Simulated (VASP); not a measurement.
Input of a VASP 6.6.1 run:

INCAR

```
PREC = Accurate
ENCUT = 520
EDIFF = 1E-6
ISMEAR = -1
SIGMA = 0.02
LREAL = False
LASPH = True
NELM = 100
ALGO = Normal
ISIF = 2
LWAVE = False
LCHARG = False
GGA = PE
IBRION = 2
NSW = 80
EDIFFG = -0.02
```

The input KPOINTS:

```
Automatic mesh
0
Gamma
  13 13 13
```

POSCAR

```
InP
1.0
    0.0000000000      2.9343500000      2.9343500000
    2.9343500000      0.0000000000      2.9343500000
    2.9343500000      2.9343500000      0.0000000000
In P
1 1
Direct
    0.0000000000      0.0000000000      0.0000000000
    0.2500000000      0.2500000000      0.2500000000
```

Potentials or basis: VASP PAW PBE potentials, release 64 (In_d, P).

Run with:

```console
$ cat potpaw_PBE.64/In_d/POTCAR potpaw_PBE.64/P/POTCAR > POTCAR
$ mpirun -np 1 vasp_std > vasp.out
```

Q: Predict the band gap on the k mesh.

A: 0.69 eV.

Final structure:
```yaml
crystal:
  lattice:
    - [0.00000, 2.93435, 2.93435]
    - [2.93435, 0.00000, 2.93435]
    - [2.93435, 2.93435, 0.00000]
  atoms:
    - { symbol: In, position: [0.00000, 0.00000, 0.00000] }
    - { symbol: P, position: [0.25000, 0.25000, 0.25000] }
```

Caveat: the relaxation stopped at its first step, so nothing moved; semilocal functionals underestimate gaps, and a narrow one can read as zero; spin-orbit coupling is left out, which moves the levels of the heavy elements.
